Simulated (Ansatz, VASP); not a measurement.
Two plane-wave programs on LiGeN

```
Li Ge N
1.0
     1.50728   -4.86441    0.00000
     1.50728    4.86441    0.00000
     0.00000    0.00000    4.85863
Li Ge N
2 2 2
Direct
  0.76570 0.23430 0.25000
  0.23430 0.76570 0.75000
  0.50000 0.50000 0.00000
  0.50000 0.50000 0.50000
  0.12094 0.87906 0.25000
  0.87906 0.12094 0.75000
```

Alike in both runs: functional PBE; k mesh 14 × 14 × 8; occupations gaussian, width 0.1 eV; no spin polarisation.

Ansatz relaxed the structure, and its values are those at the end. VASP's run is a single point on that final structure, the one shown.

|  | VASP | Ansatz |
| --- | --- | --- |
| version | VASP 6.6.1 | Ansatz 0.2.0 |
| potentials or method | VASP PAW PBE potentials, release 64 (Li_sv, Ge_d, N), cutoff 520 eV | scalar-relativistic, plane waves, PAW |
| valence electrons in the cell | 44 | 44 |

Ansatz gave:

| Item | Value |
| --- | --- |
| gap on the k mesh at the Fermi level (eV) | none |
| rms of the force components (eV/Å) | 0.000 |

Task: Which values does VASP return?

Result: gap on the k mesh at the Fermi level (eV): none; rms of the force components (eV/Å): 0.005.

A gap of «none» marks a metal or a gap that the smearing closes.

Noted on VASP's run: the cutoff is under 1.25 times that of the potentials, so the pressure is a little rough.
